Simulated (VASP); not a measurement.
# ZnS (F-43m) in VASP: a series of runs, part 2 of 2

VASP 6.6.1.

### Step 3. Single point, PBEsol+D4

This run uses another cell than the first one, of 18.87 Å³/atom, 1.041 times its volume.

INCAR reads:

```
SYSTEM = ZnS
PREC = Accurate
ENCUT = 520
EDIFF = 1E-7
ISMEAR = -1
SIGMA = 0.05
LREAL = .FALSE.
LASPH = .TRUE.
NELM = 100
ALGO = Normal
ISIF = 2
LWAVE = .FALSE.
LCHARG = .FALSE.
GGA = PS
IVDW = 13
NBANDS = 16
```

KPOINTS reads:

```
Automatic mesh
0
G
  9 9 9
  0 0 0
```

POSCAR reads:

```
ZnS
1.0
    0.0000000000      2.6622438100      2.6622438100
    2.6622438100      0.0000000000      2.6622438100
    2.6622438100      2.6622438100      0.0000000000
Zn S
1 1
Direct
    0.7500000000      0.7500000000      0.7500000000
    0.0000000000      0.0000000000      0.0000000000
```

Potentials or basis: VASP PAW PBE potentials, release 64 (Zn, S).

Launch:

```bash
> cat potpaw_PBE.64/Zn/POTCAR potpaw_PBE.64/S/POTCAR > POTCAR
> mpirun -np 1 vasp_std > vasp.out
```

OUTCAR:

```text
SYSTEM = ZnS
   PREC = Accurate
   ENCUT = 520
   EDIFF = 1E-7
   ISMEAR = -1
   LREAL = .FALSE.
   LASPH = .TRUE.
   NELM = 100
   ISIF = 2
   GGA = PS
   IVDW = 13

 ion  position               nearest neighbor table
   1  0.750  0.750  0.750-   2 2.31   2 2.31   2 2.31   2 2.31
   2  0.000  0.000  0.000-   1 2.31   1 2.31   1 2.31   1 2.31

  LATTYP: Found a face centered cubic cell.
 ALAT       =     5.3244876200

  Lattice vectors:

 A1 = (   0.0000000000,   2.6622438100,   2.6622438100)
 A2 = (   2.6622438100,   0.0000000000,   2.6622438100)
 A3 = (   2.6622438100,   2.6622438100,   0.0000000000)

Analysis of symmetry for initial positions (statically):
=====================================================================
 Subroutine PRICEL returns:
 Original cell was already a primitive cell.

 Routine SETGRP: Setting up the symmetry group for a
 face centered cubic supercell.

 Subroutine GETGRP returns: Found 24 space group operations
 (whereof 24 operations were pure point group operations)
 out of a pool of 48 trial point group operations.

The static configuration has the point symmetry T_d .

Analysis of symmetry for dynamics (positions and initial velocities):
=====================================================================
 Subroutine PRICEL returns:
 Original cell was already a primitive cell.

 Routine SETGRP: Setting up the symmetry group for a
 face centered cubic supercell.

 Subroutine GETGRP returns: Found 24 space group operations
 (whereof 24 operations were pure point group operations)
 out of a pool of 48 trial point group operations.

The dynamic configuration has the point symmetry T_d .

 Subroutine INISYM returns: Found 24 space group operations
 (whereof 24 operations are pure point group operations),
 and found     1 'primitive' translations

----------------------------------------------------------------------------------------

                                     Primitive cell

  volume of cell :      37.7375

  direct lattice vectors                    reciprocal lattice vectors
     0.000000000  2.662243810  2.662243810    -0.187811499  0.187811499  0.187811499
     2.662243810  0.000000000  2.662243810     0.187811499 -0.187811499  0.187811499
     2.662243810  2.662243810  0.000000000     0.187811499  0.187811499 -0.187811499

  length of vectors
     3.764981302  3.764981302  3.764981302     0.325299058  0.325299058  0.325299058

  position of ions in fractional coordinates (direct lattice)
     0.750000000  0.750000000  0.750000000
     0.000000000  0.000000000  0.000000000

  ion indices of the primitive-cell ions
   primitive index   ion index
                 1           1
                 2           2

----------------------------------------------------------------------------------------

 KPOINTS: Automatic mesh

Automatic generation of k-mesh.
 Grid dimensions read from file:
 generate k-points for:    9    9    9

 Generating k-lattice:

  Cartesian coordinates                     Fractional coordinates (reciprocal lattice)
    -0.020867944  0.020867944  0.020867944     0.111111111  0.000000000  0.000000000
     0.020867944 -0.020867944  0.020867944     0.000000000  0.111111111  0.000000000
     0.020867944  0.020867944 -0.020867944     0.000000000  0.000000000  0.111111111

  Length of vectors
     0.036144340  0.036144340  0.036144340

  Shift w.r.t. Gamma in fractional coordinates (k-lattice)
     0.000000000  0.000000000  0.000000000

 Subroutine IBZKPT returns following result:
 ===========================================

 Found     35 irreducible k-points:

 Following reciprocal coordinates:
            Coordinates               Weight
  0.000000  0.000000  0.000000      1.000000
  0.111111  0.000000  0.000000      8.000000
  0.222222  0.000000  0.000000      8.000000
  0.333333  0.000000  0.000000      8.000000
  0.444444  0.000000  0.000000      8.000000
  0.111111  0.111111  0.000000      6.000000
[... 16 lines left out ...]
 -0.333333  0.333333  0.000000     12.000000
  0.444444  0.444444  0.000000      6.000000
 [... further k-points ...]
   k-points           NKPTS =     35   k-points in BZ     NKDIM =     35   number of bands    NBANDS=     16
   number of dos      NEDOS =    301   number of ions     NIONS =      2
   total plane-waves  NPLWV =  21952
   dimension x,y,z NGX =    28 NGY =   28 NGZ =   28
   dimension x,y,z NGXF=    56 NGYF=   56 NGZF=   56
   ions per type =               1   1
   NGX,Y,Z   is equivalent  to a cutoff of  12.36, 12.36, 12.36 a.u.
   NGXF,Y,Z  is equivalent  to a cutoff of  24.73, 24.73, 24.73 a.u.
 SYSTEM =  ZnS
   PREC   = accura    normal or accurate (medium, high low for compatibility)
   ISTART =      0    job   : 0-new  1-cont  2-samecut
   ICHARG =      2    charge: 1-file 2-atom 10-const
   ISPIN  =      1    spin polarized calculation?
   LNONCOLLINEAR =      F non collinear calculations
   LSORBIT =      F    spin-orbit coupling
   LASPH  =      T    aspherical Exc in radial PAW
   ENCUT  =  520.0 eV  38.22 Ry    6.18 a.u.   7.00  7.00  7.00*2*pi/ulx,y,z
   NELM   =    100;   NELMIN=  2; NELMDL= -5     # of ELM steps
   EDIFF  = 0.1E-06   stopping-criterion for ELM
   LREAL  =      F    real-space projection
   EDIFFG = 0.1E-05   stopping-criterion for IOM
   NSW    =      0    number of steps for IOM
   IBRION =     -1    ionic relax: 0-MD 1-quasi-New 2-CG
   NFREE  =      0    steps in history (QN), initial steepest desc. (CG)
   ISIF   =      2    stress and relaxation
   ISYM   =      2    0-nonsym 1-usesym 2-fastsym
   POTIM  = 0.5000    time-step for ionic-motion
   TEBEG  =    0.0;   TEEND  =   0.0 temperature during run
   PSTRESS=    0.0 pullay stress
   NELECT =      18.0000    total number of electrons
   NUPDOWN=      -1.0000    fix difference up-down
   EMIN   =  10.00;   EMAX   =-10.00  energy-range for DOS
   EFERMI =   0.00;   METHOD = LEGACY
   ISMEAR =    -1;   SIGMA  =   0.05  broadening in eV -4-tet -1-fermi 0-gaus
   EFERMI_NEDOS =   21; number of points for ismear=-14 and -15
   IALGO  =     38    algorithm
   IMIX   =      4    mixing-type and parameters
     AMIX     =   0.40;   BMIX     =  1.00
     AMIX_MAG =   1.60;   BMIX_MAG =  1.00
  volume/ion in A,a.u.               =      18.87       127.33
  Fermi-wavevector in a.u.,A,eV,Ry     =   1.279110  2.417167 22.260791  1.636122
  Thomas-Fermi vector in A             =   2.411614
   LORBIT       =      0    0 simple, 1 ext, 2 COOP (PROOUT), +10 PAW based schemes
   GGA     = PS    functional components
   LHFCALC =     F    Hartree Fock is set to
   AEXX    =    0.0000 exact exchange contribution
   IVDW    =    13    specifies the selected vdW correction
   LEPSILON=     F    determine dielectric tensor
   LRPA    =     F    only Hartree local field effects (RPA)
 non-spin polarized calculation
  energy-cutoff  :      520.00
  volume of cell :       37.74
 maximum number of plane-waves:      1026
   NGX = 13   NGY = 13   NGZ = 13

 number of electron      18.0000019 magnetization

 Free energy of the ion-electron system (eV)
  ---------------------------------------------------
  ext. energy  EPLUGINS =         0.00000000
  ---------------------------------------------------
  free energy    TOTEN  =        -7.58470843 eV

  energy without entropy =       -7.58470843  energy(sigma->0) =       -7.58470843

 E-fermi :   3.4525     XC(G=0): -10.0600

 val. band max:        2.4395464581   @ k =   0.0000   0.0000   0.0000
 cond. band min:       4.6114366884   @ k =   0.0000   0.0000   0.0000
 fundamental gap:      2.1718902302
 Fermi energy:         3.4525133353

 k-point     1 :       0.0000    0.0000    0.0000
  band No.  band energies     occupation
      1     -11.0382      2.00000
      2      -4.1234      2.00000
      3      -4.1234      2.00000
      4      -4.1234      2.00000
      5      -3.5702      2.00000
      6      -3.5702      2.00000
[... 8 lines left out ...]
     15      14.2272      0.00000
     16      14.3280      0.00000
[... 419 lines left out ...]
 k-point    24 :       0.4444    0.4444    0.0000
  band No.  band energies     occupation
      1      -9.7106      2.00000
      2      -4.2102      2.00000
      3      -3.7591      2.00000
      4      -3.7591      2.00000
      5      -3.4872      2.00000
      6      -3.4087      2.00000
[... 8 lines left out ...]
     15      16.1369      0.00000
     16      17.6267      0.00000

 [... further k-points ...]

------------------------ aborting loop because EDIFF is reached ----------------------------------------

  DFT-D4 for vdW energy calculation

  Edisp (eV):   -0.36708

  FORCE on cell =-STRESS in cart. coord.  units (eV):
  Direction    XX          YY          ZZ          XY          YZ          ZX
  --------------------------------------------------------------------------------------
  -------------------------------------------------------------------------------------
  Total       0.04926     0.04926     0.04926     0.00000     0.00000    -0.00000
  in kB       2.09129     2.09129     2.09129     0.00000     0.00000    -0.00000
  external pressure =        2.09 kB  Pullay stress =        0.00 kB

 VOLUME and BASIS-vectors are now :
 -----------------------------------------------------------------------------
  energy-cutoff  :      520.00
  volume of cell :       37.74
      direct lattice vectors                 reciprocal lattice vectors
     0.000000000  2.662243810  2.662243810    -0.187811499  0.187811499  0.187811499
     2.662243810  0.000000000  2.662243810     0.187811499 -0.187811499  0.187811499
     2.662243810  2.662243810  0.000000000     0.187811499  0.187811499 -0.187811499

 POSITION                                       TOTAL-FORCE (eV/Angst)
 -----------------------------------------------------------------------------------
      3.99337      3.99337      3.99337        -0.000000     -0.000000     -0.000000
      0.00000      0.00000      0.00000         0.000000      0.000000      0.000000
 -----------------------------------------------------------------------------------
    total drift:                                0.000002      0.000002      0.000002

  FREE ENERGIE OF THE ION-ELECTRON SYSTEM (eV)
  ---------------------------------------------------
  free  energy   TOTEN  =        -7.9517904965 eV

  energy  without entropy=       -7.9517904965  energy(sigma->0) =       -7.95179050
```

Wall time 23 s (1 thread of Intel Xeon Platinum 8259CL at 2.50GHz (Skylake/Cascade Lake), shared host); peak memory 0.16 GiB.

Results:

```yaml
Free_energy: -7.9518 eV
Pressure: 0.2 GPa
Band_gap_on_the_k_mesh: 2.17 eV, direct
Dispersion_energy_per_atom: -0.184 eV
```

Caveat: the PAW data sets were made with another functional, which shifts forces and pressure a little.

### Step 4. Against experiment

Step 2. A measured gap of ZnS is 3.85 eV (direct; 19 K; quoted in “Electronic, vibrational, and thermodynamic properties of ZnS (zincblende and rocksalt structure)”, 2009, arxiv:0911.5022); the calculated 2.65 eV misses it by -1.20 eV. The value is that of RPBE+D3(BJ), without temperature or zero-point motion. Semilocal functionals fall short of measured gaps as a rule.

Step 3. A measured gap of ZnS is 3.85 eV (direct; 19 K; quoted in “Electronic, vibrational, and thermodynamic properties of ZnS (zincblende and rocksalt structure)”, 2009, arxiv:0911.5022); the calculated 2.17 eV misses it by -1.68 eV. The value is that of PBEsol+D4, without temperature or zero-point motion. Semilocal functionals fall short of measured gaps as a rule.
